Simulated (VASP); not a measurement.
Here is a VASP 6.6.1 calculation.

POSCAR

```
BaTiO3
1.0
   -3.9984169000      0.0000000000     -3.9984169000
    0.0000000000     -3.9984169000      0.0000000000
   -3.9984169000      0.0000000000      3.9984169000
Ba Ti O
2 2 6
Direct
    0.0000000000      0.0000000000      0.0000000000
    0.5000000000      0.0000000000      0.5000000000
    0.0000000000      0.5000000000      0.5000000000
    0.5000000000      0.5000000000      0.0000000000
    0.7500000000      0.5000000000      0.2500000000
    0.2500000000      0.5000000000      0.7500000000
    0.0000000000      0.0000000000      0.5000000000
    0.5000000000      0.0000000000      0.0000000000
    0.7500000000      0.5000000000      0.7500000000
    0.2500000000      0.5000000000      0.2500000000
```

The input INCAR.step1:

```
SYSTEM = BaTiO3
PREC = Accurate
ENCUT = 520
ISMEAR = -1
SIGMA = 0.1
LREAL = .FALSE.
LASPH = .TRUE.
NELM = 150
LMAXMIX = 4
LDAU = .TRUE.
LDAUTYPE = 2
LDAUL = -1 2 -1
LDAUU = 0 4.49 0
LDAUJ = 0 0 0
NBANDS = 51
GGA = PE
ALGO = Normal
EDIFF = 1E-4
LWAVE = .TRUE.
LCHARG = .FALSE.
LUSENCCL = .FALSE.
```

The input INCAR.step2:

```
SYSTEM = BaTiO3
PREC = Accurate
ENCUT = 520
EDIFF = 1E-6
ISMEAR = -1
SIGMA = 0.1
LREAL = .FALSE.
LASPH = .TRUE.
NELM = 150
ALGO = Normal
ISIF = 2
LWAVE = .FALSE.
LCHARG = .TRUE.
LMAXMIX = 4
LDAU = .TRUE.
LDAUTYPE = 2
LDAUL = -1 2 -1
LDAUU = 0 4.49 0
LDAUJ = 0 0 0
LDAUPRINT = 1
METAGGA = R2SCAN
LMIXTAU = .TRUE.
LELF = .TRUE.
LVHAR = .TRUE.
NBANDS = 51
ISTART = 1
LUSENCCL = .FALSE.
```

The input KPOINTS:

```
regular mesh
0
G
  5 7 5
  0 0 0
```

Potentials or basis: VASP PAW PBE potentials, release 64 (Ba_sv, Ti_sv, O).

The run is started by

```bash
$ cat potpaw_PBE.64/Ba_sv/POTCAR potpaw_PBE.64/Ti_sv/POTCAR potpaw_PBE.64/O/POTCAR > POTCAR
$ cp INCAR.step1 INCAR
$ mpirun -np 1 vasp_std > vasp.out
$ cp INCAR.step2 INCAR
$ mpirun -np 1 vasp_std > vasp.out
```

Estimate the pressure.

5.1 GPa.

Predict the band gap on the k mesh.

2.75 eV.

Eigenvalues of the final occupation matrices:
| site | spin | trace | eigenvalues |
| --- | --- | --- | --- |
| site 3 d | 1 | 0.75 | 0.09 0.09 0.09 0.23 0.23 |
| site 3 d | 2 | 0.75 | 0.09 0.09 0.09 0.23 0.23 |
| site 4 d | 1 | 0.75 | 0.09 0.09 0.09 0.23 0.23 |
| site 4 d | 2 | 0.75 | 0.09 0.09 0.09 0.23 0.23 |

Caveat: the PAW data sets were made with another functional, which shifts forces and pressure a little; spin-orbit coupling is left out, which moves the levels of the heavy elements. A k mesh can miss the band edges.
